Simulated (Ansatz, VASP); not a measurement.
## RbCl2 in VASP and in Ansatz

```xyz
3
Lattice="4.4469 0.0000 0.0000 0.0000 4.4469 0.0000 0.0000 0.0000 5.3491" Properties=species:S:1:pos:R:3 pbc="T T T"
Rb    0.0000    0.0000    0.0000
Cl    2.2235    2.2235    1.3492
Cl    2.2235    2.2235    4.0000
```

Alike in both runs: functional PBE; k mesh 10 × 10 × 10; occupations gaussian, width 0.1 eV; no spin polarisation.

Ansatz relaxed the structure, and its values are those at the end. VASP's run is a single point on that final structure, the one shown.

```csv
,VASP,Ansatz
version,VASP 6.6.1,Ansatz 0.2.0
potentials or method,"VASP PAW PBE potentials, release 64 (Rb_sv, Cl), cutoff 520 eV","scalar-relativistic, plane waves, PAW"
valence electrons in the cell,23,23
```

|  | VASP | Ansatz | Ansatz less VASP |
| --- | --- | --- | --- |
| gap on the k mesh at the Fermi level (eV) | none | none | - |
| pressure (GPa) | 0.0 | 0.0 | +0.02 |

A gap of «none» marks a metal or a gap that the smearing closes.
